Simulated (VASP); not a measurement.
# B3Pd (Im-3m) in VASP: single point with PBE

Aim: the single point of B3Pd with PBE.

Program: VASP 6.6.1. These are calculated values, not measurements. Logs are shortened: lines on timing, memory, paths and dates and some standing lists are left out, and cuts for length are marked.

### Step 1. The cell of the first run

The structure is cubic, space group Im-3m (No. 229). The conventional cell has a = 4.286 Å, b = 4.286 Å, c = 4.286 Å, α = 90.00°, β = 90.00°, γ = 90.00°. B (site symmetry 4/mmm) has 4 B at 2.14 Å and 2 Pd at 2.14 Å within 2.8 Å. Within 2.8 Å of Pd (site symmetry m-3m) lie 6 B at 2.14 Å.

### Step 2. Single point, PBE

File INCAR:

```
PREC     = Accurate       # precision mode
ENCUT    = 500            # plane-wave cutoff, eV
EDIFF    = 1E-6           # SCF threshold, eV
ISMEAR   = 0              # smearing method
SIGMA    = 0.2            # smearing width, eV
LREAL    = F              # projectors in reciprocal space
LASPH    = T              # aspherical terms in the spheres
NELM     = 120            # most SCF steps
ALGO     = Normal         # electronic algorithm
ISIF     = 2              # what is computed and relaxed
LWAVE    = F              # write WAVECAR
LCHARG   = T              # write CHGCAR
GGA      = PE             # functional
LELF     = T              # ELF
LVHAR    = T            
NBANDS   = 18             # bands
GGA_COMPAT= F
```

File KPOINTS:

```
Automatic mesh
0
Gamma
  6 6 6
```

File POSCAR:

```
B3Pd
1.0
   -2.1428277000      2.1428277000      2.1428277000
    2.1428277000     -2.1428277000      2.1428277000
    2.1428277000      2.1428277000     -2.1428277000
B Pd
3 1
Direct
    0.0000000000      0.5000000000      0.5000000000
    0.5000000000      0.0000000000      0.5000000000
    0.5000000000      0.5000000000      0.0000000000
    0.0000000000      0.0000000000      0.0000000000
```

Potentials or basis: VASP PAW PBE potentials, release 64 (B, Pd).

Started as:

```console
> cat potpaw_PBE.64/B/POTCAR potpaw_PBE.64/Pd/POTCAR > POTCAR
> mpirun -np 1 vasp_std > vasp.out
```

OUTCAR:

```text
PREC = Accurate
   ENCUT = 500
   EDIFF = 1E-6
   ISMEAR = 0
   LREAL = F
   LASPH = T
   NELM = 120
   ISIF = 2
   GGA = PE

 ion  position               nearest neighbor table
   1  0.000  0.500  0.500-   2 2.14   3 2.14   4 2.14   4 2.14   3 2.14   2 2.14
   2  0.500  0.000  0.500-   1 2.14   3 2.14   4 2.14   3 2.14   4 2.14   1 2.14
   3  0.500  0.500  0.000-   1 2.14   2 2.14   4 2.14   2 2.14   1 2.14   4 2.14
   4  0.000  0.000  0.000-   1 2.14   2 2.14   3 2.14   1 2.14   2 2.14   3 2.14

  LATTYP: Found a body centered cubic cell.
 ALAT       =     4.2856554000

  Lattice vectors:

 A1 = (  -2.1428277000,   2.1428277000,   2.1428277000)
 A2 = (   2.1428277000,  -2.1428277000,   2.1428277000)
 A3 = (   2.1428277000,   2.1428277000,  -2.1428277000)

Analysis of symmetry for initial positions (statically):
=====================================================================
 Subroutine PRICEL returns:
 Original cell was already a primitive cell.

 Routine SETGRP: Setting up the symmetry group for a
 body centered cubic supercell.

 Subroutine GETGRP returns: Found 48 space group operations
 (whereof 48 operations were pure point group operations)
 out of a pool of 48 trial point group operations.

The static configuration has the point symmetry O_h .

Analysis of symmetry for dynamics (positions and initial velocities):
=====================================================================
 Subroutine PRICEL returns:
 Original cell was already a primitive cell.

 Routine SETGRP: Setting up the symmetry group for a
 body centered cubic supercell.

 Subroutine GETGRP returns: Found 48 space group operations
 (whereof 48 operations were pure point group operations)
 out of a pool of 48 trial point group operations.

The dynamic configuration has the point symmetry O_h .

 Subroutine INISYM returns: Found 48 space group operations
 (whereof 48 operations are pure point group operations),
 and found     1 'primitive' translations

----------------------------------------------------------------------------------------

                                     Primitive cell

  volume of cell :      39.3570

  direct lattice vectors                    reciprocal lattice vectors
    -2.142827700  2.142827700  2.142827700     0.000000000  0.233336539  0.233336539
     2.142827700 -2.142827700  2.142827700     0.233336539  0.000000000  0.233336539
     2.142827700  2.142827700 -2.142827700     0.233336539  0.233336539  0.000000000

  length of vectors
     3.711486448  3.711486448  3.711486448     0.329987699  0.329987699  0.329987699

  position of ions in fractional coordinates (direct lattice)
     0.000000000  0.500000000  0.500000000
     0.500000000  0.000000000  0.500000000
     0.500000000  0.500000000  0.000000000
     0.000000000  0.000000000  0.000000000

  ion indices of the primitive-cell ions
   primitive index   ion index
                 1           1
                 2           2
                 3           3
                 4           4

----------------------------------------------------------------------------------------

 KPOINTS: Automatic mesh

Automatic generation of k-mesh.
 Grid dimensions read from file:
 generate k-points for:    6    6    6

 Generating k-lattice:

  Cartesian coordinates                     Fractional coordinates (reciprocal lattice)
     0.000000000  0.038889423  0.038889423     0.166666667  0.000000000  0.000000000
     0.038889423  0.000000000  0.038889423     0.000000000  0.166666667  0.000000000
     0.038889423  0.038889423  0.000000000     0.000000000  0.000000000  0.166666667

  Length of vectors
     0.054997950  0.054997950  0.054997950

  Shift w.r.t. Gamma in fractional coordinates (k-lattice)
     0.000000000  0.000000000  0.000000000

 Subroutine IBZKPT returns following result:
 ===========================================

 Found     16 irreducible k-points:

 Following reciprocal coordinates:
            Coordinates               Weight
  0.000000  0.000000  0.000000      1.000000
  0.166667  0.000000  0.000000     12.000000
  0.333333  0.000000  0.000000     12.000000
  0.500000  0.000000  0.000000      6.000000
  0.166667  0.166667  0.000000     24.000000
  0.333333  0.166667  0.000000     48.000000
[... 8 lines left out ...]
  0.500000  0.500000  0.333333     12.000000
  0.500000  0.500000  0.500000      1.000000
   k-points           NKPTS =     16   k-points in BZ     NKDIM =     16   number of bands    NBANDS=     18
   number of dos      NEDOS =    301   number of ions     NIONS =      4
   total plane-waves  NPLWV =  21952
   dimension x,y,z NGX =    28 NGY =   28 NGZ =   28
   dimension x,y,z NGXF=    56 NGYF=   56 NGZF=   56
   ions per type =               3   1
   NGX,Y,Z   is equivalent  to a cutoff of  12.54, 12.54, 12.54 a.u.
   NGXF,Y,Z  is equivalent  to a cutoff of  25.08, 25.08, 25.08 a.u.
 SYSTEM =  unknown system
   PREC   = accura    normal or accurate (medium, high low for compatibility)
   ISTART =      0    job   : 0-new  1-cont  2-samecut
   ICHARG =      2    charge: 1-file 2-atom 10-const
   ISPIN  =      1    spin polarized calculation?
   LNONCOLLINEAR =      F non collinear calculations
   LSORBIT =      F    spin-orbit coupling
   LASPH  =      T    aspherical Exc in radial PAW
   ENCUT  =  500.0 eV  36.75 Ry    6.06 a.u.   6.77  6.77  6.77*2*pi/ulx,y,z
   NELM   =    120;   NELMIN=  2; NELMDL= -5     # of ELM steps
   EDIFF  = 0.1E-05   stopping-criterion for ELM
   LREAL  =      F    real-space projection
   EDIFFG = 0.1E-04   stopping-criterion for IOM
   NSW    =      0    number of steps for IOM
   IBRION =     -1    ionic relax: 0-MD 1-quasi-New 2-CG
   NFREE  =      0    steps in history (QN), initial steepest desc. (CG)
   ISIF   =      2    stress and relaxation
   ISYM   =      2    0-nonsym 1-usesym 2-fastsym
   POTIM  = 0.5000    time-step for ionic-motion
   TEBEG  =    0.0;   TEEND  =   0.0 temperature during run
   PSTRESS=    0.0 pullay stress
   NELECT =      19.0000    total number of electrons
   NUPDOWN=      -1.0000    fix difference up-down
   EMIN   =  10.00;   EMAX   =-10.00  energy-range for DOS
   EFERMI =   0.00;   METHOD = LEGACY
   ISMEAR =     0;   SIGMA  =   0.20  broadening in eV -4-tet -1-fermi 0-gaus
   EFERMI_NEDOS =   21; number of points for ismear=-14 and -15
   IALGO  =     38    algorithm
   IMIX   =      4    mixing-type and parameters
     AMIX     =   0.40;   BMIX     =  1.00
     AMIX_MAG =   1.60;   BMIX_MAG =  1.00
  volume/ion in A,a.u.               =       9.84        66.40
  Fermi-wavevector in a.u.,A,eV,Ry     =   1.284258  2.426895 22.440325  1.649317
  Thomas-Fermi vector in A             =   2.416462
   LORBIT       =      0    0 simple, 1 ext, 2 COOP (PROOUT), +10 PAW based schemes
   GGA     = PE    functional components
   LHFCALC =     F    Hartree Fock is set to
   AEXX    =    0.0000 exact exchange contribution
   IVDW    =     0    specifies the selected vdW correction
   LEPSILON=     F    determine dielectric tensor
   LRPA    =     F    only Hartree local field effects (RPA)
 non-spin polarized calculation
 Gauss-broadening in eV      SIGMA  =   0.20
  energy-cutoff  :      500.00
  volume of cell :       39.36
 maximum number of plane-waves:      1048
   NGX = 13   NGY = 13   NGZ = 13

 number of electron      18.9999994 magnetization

 Free energy of the ion-electron system (eV)
  ---------------------------------------------------
  ext. energy  EPLUGINS =         0.00000000
  ---------------------------------------------------
  free energy    TOTEN  =       -20.25523274 eV

  energy without entropy =      -20.20044440  energy(sigma->0) =      -20.22783857

 E-fermi :   7.5693     XC(G=0): -12.1538

 val. band max:        7.5229788099   @ k =  -0.3333   0.3333   0.1667
 cond. band min:       7.6792433211   @ k =   0.5000   0.0000   0.0000
 fundamental gap:      0.1562645112
 Fermi energy:         7.5693155565

 k-point     1 :       0.0000    0.0000    0.0000
  band No.  band energies     occupation
      1      -5.0881      2.00000
      2       2.2429      2.00000
      3       2.2429      2.00000
      4       3.4629      2.00000
      5       3.4629      2.00000
      6       3.4629      2.00000
[... 10 lines left out ...]
     17      18.2909      0.00000
     18      18.4356      0.00000

 k-point     2 :       0.1667    0.0000    0.0000
  band No.  band energies     occupation
      1      -4.6813      2.00000
      2       1.4597      2.00000
      3       2.1003      2.00000
      4       2.7660      2.00000
      5       3.0751      2.00000
      6       3.6462      2.00000
[... 10 lines left out ...]
     17      17.6875      0.00000
     18      18.5303      0.00000

 k-point     3 :       0.3333    0.0000    0.0000
  band No.  band energies     occupation
      1      -3.5214      2.00000
      2      -0.0899      2.00000
      3       1.9618      2.00000
      4       2.0183      2.00000
      5       2.5930      2.00000
      6       4.1126      2.00000
[... 10 lines left out ...]
     17      18.0982      0.00000
     18      19.5761      0.00000

 k-point     4 :       0.5000    0.0000    0.0000
  band No.  band energies     occupation
      1      -1.8446      2.00000
      2      -1.8315      2.00000
      3       1.6646      2.00000
      4       2.0762      2.00000
      5       2.1267      2.00000
      6       4.3567      2.00000
[... 10 lines left out ...]
     17      18.9821      0.00000
     18      19.6772      0.00000

 k-point     5 :       0.1667    0.1667    0.0000
  band No.  band energies     occupation
      1      -3.8970      2.00000
      2       0.5367      2.00000
      3       1.4857      2.00000
      4       2.4867      2.00000
      5       2.7247      2.00000
      6       3.9397      2.00000
[... 10 lines left out ...]
     17      17.5632      0.00000
     18      19.0604      0.00000

 k-point     6 :       0.3333    0.1667    0.0000
  band No.  band energies     occupation
      1      -2.4713      2.00000
      2      -0.8075      2.00000
      3       0.9825      2.00000
      4       2.1013      2.00000
      5       2.3435      2.00000
      6       4.2791      2.00000
[... 10 lines left out ...]
     17      17.9713      0.00000
     18      19.7332      0.00000

 k-point     7 :       0.3333    0.3333    0.0000
  band No.  band energies     occupation
      1      -1.2440      2.00000
      2      -1.2440      2.00000
      3      -0.1465      2.00000
      4       2.2998      2.00000
      5       2.2998      2.00000
      6       3.6551      2.00000
[... 10 lines left out ...]
     17      16.9878      0.00000
     18      19.8630      0.00000

 k-point     8 :       0.1667    0.1667    0.1667
  band No.  band energies     occupation
      1      -2.7889      2.00000
      2       0.1868      2.00000
      3       0.1868      2.00000
      4       2.4216      2.00000
      5       2.4216      2.00000
      6       3.8071      2.00000
[... 10 lines left out ...]
     17      16.4705      0.00000
     18      18.7494      0.00000
[... 61 lines left out ...]
     17      18.4925      0.00000
     18      19.7891      0.00000

 k-point    12 :       0.5000    0.5000    0.1667
  band No.  band energies     occupation
      1      -1.7253      2.00000
      2      -1.5521      2.00000
      3       1.3894      2.00000
      4       1.7488      2.00000
      5       2.2269      2.00000
      6       4.4148      2.00000
[... 10 lines left out ...]
     17      18.9993      0.00000
     18      19.9535      0.00000

 k-point    13 :      -0.3333    0.5000    0.1667
  band No.  band energies     occupation
      1      -1.9717      2.00000
      2      -0.9188      2.00000
      3       0.7384      2.00000
      4       2.1877      2.00000
      5       2.2709      2.00000
      6       4.3498      2.00000
[... 10 lines left out ...]
     17      18.3365      0.00000
     18      20.1613      0.00000

 k-point    14 :      -0.3333    0.3333    0.3333
  band No.  band energies     occupation
      1      -2.2950      2.00000
      2      -0.6646      2.00000
      3       1.6694      2.00000
      4       1.9765      2.00000
      5       1.9765      2.00000
      6       4.1138      2.00000
[... 10 lines left out ...]
     17      19.0426      0.00000
     18      20.1064      0.00000

 k-point    15 :       0.5000    0.5000    0.3333
  band No.  band energies     occupation
      1      -1.4344      2.00000
      2      -1.1943      2.00000
      3       1.2883      2.00000
      4       1.9579      2.00000
      5       2.2773      2.00000
      6       4.3609      2.00000
[... 10 lines left out ...]
     17      19.0859      0.00000
     18      20.9726      0.00000

 k-point    16 :       0.5000    0.5000    0.5000
  band No.  band energies     occupation
      1      -1.2281      2.00000
      2      -1.2281      2.00000
      3       2.0968      2.00000
      4       2.0968      2.00000
      5       2.0968      2.00000
      6       4.3341      2.00000
[... 10 lines left out ...]
     17      19.1558      0.00000
     18      22.7650      0.00000

------------------------ aborting loop because EDIFF is reached ----------------------------------------

  FORCE on cell =-STRESS in cart. coord.  units (eV):
  Direction    XX          YY          ZZ          XY          YZ          ZX
  --------------------------------------------------------------------------------------
  -------------------------------------------------------------------------------------
  Total        0.1630145      0.1630145      0.1630145      0.0000000      0.0000000      0.0000000
  in kB        6.6361312      6.6361312      6.6361312      0.0000000      0.0000000      0.0000000
  external PRESSURE =       6.6361312 kB  Pullay stress =       0.0000000 kB

 VOLUME and BASIS-vectors are now :
 -----------------------------------------------------------------------------
  energy-cutoff  :      500.00
  volume of cell :       39.36
      direct lattice vectors                 reciprocal lattice vectors
    -2.142827700  2.142827700  2.142827700     0.000000000  0.233336539  0.233336539
     2.142827700 -2.142827700  2.142827700     0.233336539  0.000000000  0.233336539
     2.142827700  2.142827700 -2.142827700     0.233336539  0.233336539  0.000000000

 POSITION                                       TOTAL-FORCE (eV/Angst)
 -----------------------------------------------------------------------------------
      2.14283      0.00000      0.00000        -0.000000     -0.000000      0.000000
      0.00000      2.14283      0.00000         0.000000     -0.000000     -0.000000
      0.00000      0.00000      2.14283         0.000000      0.000000     -0.000000
      0.00000      0.00000      0.00000         0.000000      0.000000     -0.000000
 -----------------------------------------------------------------------------------
    total drift:                                0.000000     -0.000000     -0.000000

  FREE ENERGIE OF THE ION-ELECTRON SYSTEM (eV)
  ---------------------------------------------------
  free  energy   TOTEN  =       -20.2552327431 eV

  energy  without entropy=      -20.2004443968  energy(sigma->0) =      -20.22783857
```

Run time: 24 s. Hardware: 1 thread of AMD EPYC 7R13, shared host; peak memory 0.13 GiB.

Results:

* Free energy: -20.2552 eV
* Pressure: 0.7 GPa
